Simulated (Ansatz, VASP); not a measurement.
## One calculation of CdTe, two programs

```xyz
2
Lattice="0.0000 3.2050 3.2050 3.2050 0.0000 3.2050 3.2050 3.2050 0.0000" Properties=species:S:1:pos:R:3 pbc="T T T"
Cd    0.0000    0.0000    0.0000
Te    1.6025    1.6025    1.6025
```

Alike in both runs: task single point; functional PBE; k mesh 10 × 10 × 10; occupations gaussian, width 0.05 eV; no spin polarisation.

```csv
,VASP,Ansatz
version,VASP 6.6.1,Ansatz 0.2.0
potentials or method,"VASP PAW PBE potentials, release 64 (Cd, Te), cutoff 520 eV","scalar-relativistic, plane waves, PAW"
valence electrons in the cell,18,36
```

|  | VASP | Ansatz | Ansatz less VASP |
| --- | --- | --- | --- |
| gap on the k mesh at the Fermi level (eV) | 0.87 | 0.87 | 0.000 |
| least direct gap on the mesh (eV) | 0.87 | 0.87 | 0.000 |
| pressure (GPa) | 4.4 | 4.2 | -0.15 |

With one functional, cell and mesh, what is left measures potentials, basis and numerics. VASP's potentials hold 18 valence electrons a cell and Ansatz's 36, so a difference there can come from the potentials and not from the codes.

Neither program's run includes spin-orbit coupling.
